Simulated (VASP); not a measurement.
# Mg3Sb2 (P-3m1) in VASP: further runs, part 2 of 3

VASP 6.6.1. The steps go on from the part before.

## Step 4: Single point, BLYP (27.78 Å³/atom)

This run uses another cell than the first one, of 27.78 Å³/atom.

Contents of INCAR:

```
SYSTEM = Mg3Sb2
  PREC = Accurate
  ENCUT = 600
  EDIFF = 1E-6
  ISMEAR = 0
  SIGMA = 0.05
  LREAL = .False.
  LASPH = .True.
  NELM = 120
  ALGO = Normal
  ISIF = 2
  LWAVE = .False.
  LCHARG = .False.
  GGA = B5
  ALDAX = 1.0
  AGGAX = 1.0
  AGGAC = 1.0
  ALDAC = 0.0
  NBANDS = 16
  GGA_COMPAT = .False.
```

Contents of KPOINTS:

```
Automatic mesh
0
Gamma
  6 6 4
  0 0 0
```

Contents of POSCAR:

```
Mg3Sb2
1.0
    4.6488261925      0.0000000000      0.0000000000
   -2.3244130963      4.0260015805      0.0000000000
    0.0000000000      0.0000000000      7.4226606550
Sb Mg
2 3
Direct
    0.3333333333      0.6666666667      0.2317509306
    0.6666666667      0.3333333333      0.7682490694
    0.0000000000      0.0000000000      0.0000000000
    0.3333333333      0.6666666667      0.6326135186
    0.6666666667      0.3333333333      0.3673864814
```

Potentials or basis: VASP PAW PBE potentials, release 64 (Sb, Mg).

On the command line:

```sh
$ cat potpaw_PBE.64/Sb/POTCAR potpaw_PBE.64/Mg/POTCAR > POTCAR
$ mpirun -np 1 vasp_std > vasp.out
```

OUTCAR:

```text
SYSTEM = Mg3Sb2
   PREC = Accurate
   ENCUT = 600
   EDIFF = 1E-6
   ISMEAR = 0
   LREAL = .False.
   LASPH = .True.
   NELM = 120
   ISIF = 2
   GGA = B5

 ion  position               nearest neighbor table
   1  0.333  0.667  0.232-   5 2.87   5 2.87   5 2.87   4 2.98   3 3.19   3 3.19   3 3.19
   2  0.667  0.333  0.768-   4 2.87   4 2.87   4 2.87   5 2.98   3 3.19   3 3.19   3 3.19
   3  0.000  0.000  0.000-   1 3.19   2 3.19   2 3.19   1 3.19   2 3.19   1 3.19
   4  0.333  0.667  0.633-   2 2.87   2 2.87   2 2.87   1 2.98   5 3.33   5 3.33   5 3.33
   5  0.667  0.333  0.367-   1 2.87   1 2.87   1 2.87   2 2.98   4 3.33   4 3.33   4 3.33

  LATTYP: Found a hexagonal cell.
 ALAT       =     4.6488261925
 C/A-ratio  =     1.5966741598

  Lattice vectors:

 A1 = (   4.6488261925,   0.0000000000,   0.0000000000)
 A2 = (  -2.3244130963,   4.0260015805,   0.0000000000)
 A3 = (   0.0000000000,   0.0000000000,   7.4226606550)

Analysis of symmetry for initial positions (statically):
=====================================================================
 Subroutine PRICEL returns:
 Original cell was already a primitive cell.

 Routine SETGRP: Setting up the symmetry group for a
 hexagonal supercell.

 Subroutine GETGRP returns: Found 12 space group operations
 (whereof 12 operations were pure point group operations)
 out of a pool of 24 trial point group operations.

The static configuration has the point symmetry D_3d.

Analysis of symmetry for dynamics (positions and initial velocities):
=====================================================================
 Subroutine PRICEL returns:
 Original cell was already a primitive cell.

 Routine SETGRP: Setting up the symmetry group for a
 hexagonal supercell.

 Subroutine GETGRP returns: Found 12 space group operations
 (whereof 12 operations were pure point group operations)
 out of a pool of 24 trial point group operations.

The dynamic configuration has the point symmetry D_3d.

 Subroutine INISYM returns: Found 12 space group operations
 (whereof 12 operations are pure point group operations),
 and found     1 'primitive' translations

----------------------------------------------------------------------------------------

                                     Primitive cell

  volume of cell :     138.9239

  direct lattice vectors                    reciprocal lattice vectors
     4.648826192  0.000000000  0.000000000     0.215108064  0.124192698  0.000000000
    -2.324413096  4.026001581  0.000000000     0.000000000  0.248385397  0.000000000
     0.000000000  0.000000000  7.422660655     0.000000000  0.000000000  0.134722581

  length of vectors
     4.648826192  4.648826193  7.422660655     0.248385397  0.248385397  0.134722581

  position of ions in fractional coordinates (direct lattice)
     0.333333333  0.666666667  0.231750931
     0.666666667  0.333333333  0.768249069
     0.000000000  0.000000000  0.000000000
     0.333333333  0.666666667  0.632613519
     0.666666667  0.333333333  0.367386481

  ion indices of the primitive-cell ions
   primitive index   ion index
                 1           1
                 2           2
                 3           3
[... 29 lines left out ...]
 Following reciprocal coordinates:
            Coordinates               Weight
  0.000000  0.000000  0.000000      1.000000
  0.166667 -0.000000  0.000000      6.000000
  0.333333 -0.000000  0.000000      6.000000
  0.500000 -0.000000  0.000000      3.000000
  0.166667  0.166667  0.000000      6.000000
  0.333333  0.166667  0.000000     12.000000
[... 16 lines left out ...]
  0.333333  0.166667  0.500000     12.000000
  0.333333  0.333333  0.500000      2.000000
   k-points           NKPTS =     24   k-points in BZ     NKDIM =     24   number of bands    NBANDS=     16
   number of dos      NEDOS =    301   number of ions     NIONS =      5
   total plane-waves  NPLWV =  96000
   dimension x,y,z NGX =    40 NGY =   40 NGZ =   60
   dimension x,y,z NGXF=    80 NGYF=   80 NGZF=  120
   ions per type =               2   3
   NGX,Y,Z   is equivalent  to a cutoff of  14.30, 14.30, 13.44 a.u.
   NGXF,Y,Z  is equivalent  to a cutoff of  28.61, 28.61, 26.88 a.u.
 SYSTEM =  Mg3Sb2
   PREC   = accura    normal or accurate (medium, high low for compatibility)
   ISTART =      0    job   : 0-new  1-cont  2-samecut
   ICHARG =      2    charge: 1-file 2-atom 10-const
   ISPIN  =      1    spin polarized calculation?
   LNONCOLLINEAR =      F non collinear calculations
   LSORBIT =      F    spin-orbit coupling
   LASPH  =      T    aspherical Exc in radial PAW
   ENCUT  =  600.0 eV  44.10 Ry    6.64 a.u.   9.28  9.28 14.82*2*pi/ulx,y,z
   NELM   =    120;   NELMIN=  2; NELMDL= -5     # of ELM steps
   EDIFF  = 0.1E-05   stopping-criterion for ELM
   LREAL  =      F    real-space projection
   EDIFFG = 0.1E-04   stopping-criterion for IOM
   NSW    =      0    number of steps for IOM
   IBRION =     -1    ionic relax: 0-MD 1-quasi-New 2-CG
   NFREE  =      0    steps in history (QN), initial steepest desc. (CG)
   ISIF   =      2    stress and relaxation
   ISYM   =      2    0-nonsym 1-usesym 2-fastsym
   POTIM  = 0.5000    time-step for ionic-motion
   TEBEG  =    0.0;   TEEND  =   0.0 temperature during run
   PSTRESS=    0.0 pullay stress
   NELECT =      16.0000    total number of electrons
   NUPDOWN=      -1.0000    fix difference up-down
   EMIN   =  10.00;   EMAX   =-10.00  energy-range for DOS
   EFERMI =   0.00;   METHOD = LEGACY
   ISMEAR =     0;   SIGMA  =   0.05  broadening in eV -4-tet -1-fermi 0-gaus
   EFERMI_NEDOS =   21; number of points for ismear=-14 and -15
   IALGO  =     38    algorithm
   IMIX   =      4    mixing-type and parameters
     AMIX     =   0.40;   BMIX     =  1.00
     AMIX_MAG =   1.60;   BMIX_MAG =  1.00
  volume/ion in A,a.u.               =      27.78       187.50
  Fermi-wavevector in a.u.,A,eV,Ry     =   0.796506  1.505179  8.631839  0.634422
  Thomas-Fermi vector in A             =   1.903043
   LORBIT       =      0    0 simple, 1 ext, 2 COOP (PROOUT), +10 PAW based schemes
   GGA     = B5    functional components
   LHFCALC =     F    Hartree Fock is set to
   AEXX    =    0.0000 exact exchange contribution
   IVDW    =     0    specifies the selected vdW correction
   LEPSILON=     F    determine dielectric tensor
   LRPA    =     F    only Hartree local field effects (RPA)
 non-spin polarized calculation
 Gauss-broadening in eV      SIGMA  =   0.05
  energy-cutoff  :      600.00
  volume of cell :      138.92
 maximum number of plane-waves:      4664
 NGX is ok and might be reduce to    40
   NGX = 19   NGY = 19   NGZ = 29

 number of electron      16.0000000 magnetization

 Free energy of the ion-electron system (eV)
  ---------------------------------------------------
  ext. energy  EPLUGINS =         0.00000000
  ---------------------------------------------------
  free energy    TOTEN  =       -11.46298898 eV

  energy without entropy =      -11.46298897  energy(sigma->0) =      -11.46298898

 E-fermi :   4.5131     XC(G=0):  -7.9730

 val. band max:        4.3411753976   @ k =   0.0000   0.0000   0.0000
 cond. band min:       4.6970892935   @ k =   0.0000   0.3333   0.2500
 fundamental gap:      0.3559138958
 Fermi energy:         4.5130581386

 k-point     1 :       0.0000    0.0000    0.0000
  band No.  band energies     occupation
      1      -5.5610      2.00000
      2      -4.5095      2.00000
      3      -0.1646      2.00000
      4       3.4316      2.00000
      5       3.4316      2.00000
      6       4.0543      2.00000
[... 433 lines left out ...]
      3       0.4230      2.00000
      4       0.4230      2.00000
      5       0.7438      2.00000
      6       1.3830      2.00000
[... 8 lines left out ...]
     15       9.5891      0.00000
     16      10.1659      0.00000

------------------------ aborting loop because EDIFF is reached ----------------------------------------

  FORCE on cell =-STRESS in cart. coord.  units (eV):
  Direction    XX          YY          ZZ          XY          YZ          ZX
  --------------------------------------------------------------------------------------
  -------------------------------------------------------------------------------------
  Total        0.1684285      0.1684285      0.1902827     -0.0000000      0.0000000      0.0000000
  in kB        1.9424472      1.9424472      2.1944868     -0.0000000      0.0000000      0.0000000
  external PRESSURE =       2.0264604 kB  Pullay stress =       0.0000000 kB

 VOLUME and BASIS-vectors are now :
 -----------------------------------------------------------------------------
  energy-cutoff  :      600.00
  volume of cell :      138.92
      direct lattice vectors                 reciprocal lattice vectors
     4.648826192  0.000000000  0.000000000     0.215108064  0.124192698  0.000000000
    -2.324413096  4.026001581  0.000000000     0.000000000  0.248385397  0.000000000
     0.000000000  0.000000000  7.422660655     0.000000000  0.000000000  0.134722581

 POSITION                                       TOTAL-FORCE (eV/Angst)
 -----------------------------------------------------------------------------------
     -0.00000      2.68400      1.72021        -0.000000      0.000000     -0.023917
      2.32441      1.34200      5.70245         0.000000     -0.000000      0.023917
      0.00000      0.00000      0.00000         0.000000      0.000000     -0.000000
     -0.00000      2.68400      4.69568         0.000000      0.000000      0.000545
      2.32441      1.34200      2.72699         0.000000      0.000000     -0.000545
 -----------------------------------------------------------------------------------
    total drift:                                0.000000      0.000000     -0.000000

  FREE ENERGIE OF THE ION-ELECTRON SYSTEM (eV)
  ---------------------------------------------------
  free  energy   TOTEN  =       -11.4629889777 eV

  energy  without entropy=      -11.4629889747  energy(sigma->0) =      -11.46298898
```

Run time: 64 s. Hardware: 1 thread of AMD EPYC 9R45 (Zen 5), shared host; peak memory 0.28 GiB.

Results:

```
Free energy            : -11.4630 eV
Pressure               : 0.2 GPa
Largest force          : 0.024 eV/Å
Band gap on the k mesh : 0.36 eV (least direct gap 0.98 eV)
```

Forces on the atoms (eV/Å):
```
Sb   0.000  0.000 -0.024
Sb   0.000  0.000  0.024
Mg   0.000  0.000  0.000
Mg   0.000  0.000  0.001
Mg   0.000  0.000 -0.001
```

Caveat: semilocal functionals underestimate gaps, and a narrow one can read as zero; the PAW data sets were made with another functional, which shifts forces and pressure a little; spin-orbit coupling is left out, which moves the levels of the heavy elements. A k mesh can miss the band edges.

## Step 5: Single point, BLYP (28.34 Å³/atom)

This run uses another cell than the first one, of 28.34 Å³/atom.

Contents of INCAR:

```
SYSTEM = Mg3Sb2
AGGAC = 1.0 ; AGGAX = 1.0
ALDAC = 0.0 ; ALDAX = 1.0
ALGO = Normal ; EDIFF = 1E-6
ENCUT = 600 ; GGA = B5
GGA_COMPAT = .False. ; ISIF = 2
ISMEAR = 0 ; LASPH = .True.
LCHARG = .False. ; LREAL = .False.
LWAVE = .False. ; NBANDS = 16
NELM = 120 ; PREC = Accurate
SIGMA = 0.05
```

Contents of KPOINTS:

```
k-points
0
Gamma
  6 6 4
  0 0 0
```

Contents of POSCAR:

```
Mg3Sb2
1.0
    4.6769956719      0.0000000000      0.0000000000
   -2.3384978360      4.0503970653      0.0000000000
    0.0000000000      0.0000000000      7.4801870950
Sb Mg
2 3
Direct
    0.3333333333      0.6666666667      0.2329376245
    0.6666666667      0.3333333333      0.7670623755
    0.0000000000      0.0000000000      0.0000000000
    0.3333333333      0.6666666667      0.6329162491
    0.6666666667      0.3333333333      0.3670837509
```

On the command line:

```sh
$ cat potpaw_PBE.64/Sb/POTCAR potpaw_PBE.64/Mg/POTCAR > POTCAR
$ mpirun -np 1 vasp_std > vasp.out
```

Run time: 68 s. Hardware: 1 thread of AMD EPYC 9R45 (Zen 5), shared host; peak memory 0.28 GiB.

Results (log left out):

```
Free energy            : -11.4601 eV
Pressure               : -0.5 GPa
Largest force          : 0.022 eV/Å
Band gap on the k mesh : 0.33 eV (least direct gap 0.88 eV)
```

Forces on the atoms (eV/Å):
```
Sb   0.000  0.000 -0.022
Sb   0.000  0.000  0.022
Mg   0.000  0.000  0.000
Mg   0.000  0.000 -0.001
Mg   0.000  0.000  0.001
```

Levels at points of the mesh, in eV from the valence-band top:
| k point | band 5 | band 6 | band 7 | band 8 | band 9 | band 10 | band 11 | band 12 |
| --- | --- | --- | --- | --- | --- | --- | --- | --- |
| (0.00, 0.00, 0.00) | -0.87 | -0.27 | -0.27 | 0.00 | 0.88 | 1.36 | 3.27 | 3.27 |
| (0.50, 0.00, 0.00) | -2.78 | -1.94 | -1.92 | -0.74 | 0.61 | 2.08 | 2.36 | 3.07 |
| (0.00, 0.00, 0.50) | -0.65 | -0.65 | -0.51 | -0.51 | 1.78 | 2.00 | 2.96 | 2.96 |
| (0.50, 0.00, 0.50) | -1.49 | -1.49 | -1.42 | -1.28 | 0.37 | 1.68 | 1.84 | 2.68 |

Caveat: semilocal functionals underestimate gaps, and a narrow one can read as zero; the PAW data sets were made with another functional, which shifts forces and pressure a little; spin-orbit coupling is left out, which moves the levels of the heavy elements. A k mesh can miss the band edges.

(Part 2 of 3 ends here.)
